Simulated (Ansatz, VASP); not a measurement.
# FeSi: VASP beside Ansatz

```xyz
8
Lattice="4.4478 0.0000 0.0000 0.0000 4.4478 0.0000 0.0000 0.0000 4.4478" Properties=species:S:1:pos:R:3 pbc="T T T"
Fe    0.6051    0.6051    0.6051
Fe    1.6188    3.8426    2.8290
Fe    2.8290    1.6188    3.8426
Fe    3.8426    2.8290    1.6188
Si    3.7395    3.7395    3.7395
Si    2.9322    0.7083    1.5156
Si    1.5156    2.9322    0.7083
Si    0.7083    1.5156    2.9322
```

Alike in both runs: functional PBE; k mesh 8 × 8 × 8; occupations gaussian, width 0.01 eV; no spin polarisation.

Ansatz relaxed the structure, and its values are those at the end. VASP's run is a single point on that final structure, the one shown.

```csv
,VASP,Ansatz
version,VASP 6.6.1,Ansatz 0.2.0
potentials or method,"VASP PAW PBE potentials, release 64 (Fe, Si), cutoff 520 eV","scalar-relativistic, all-electron LAPW"
```

VASP gave:

```
gap on the k mesh at the Fermi level (eV) : 0.16
least direct gap on the mesh (eV)         : 0.17
pressure (GPa)                            : 0.2
rms of the force components (eV/Å)        : 0.013
```

**Question.** Which values does Ansatz return?

**Answer.** gap on the k mesh at the Fermi level (eV): 0.17; least direct gap on the mesh (eV): 0.18; pressure (GPa): 0.0; rms of the force components (eV/Å): 0.001.

Ansatz ran all-electron here, and VASP with PAW potentials.
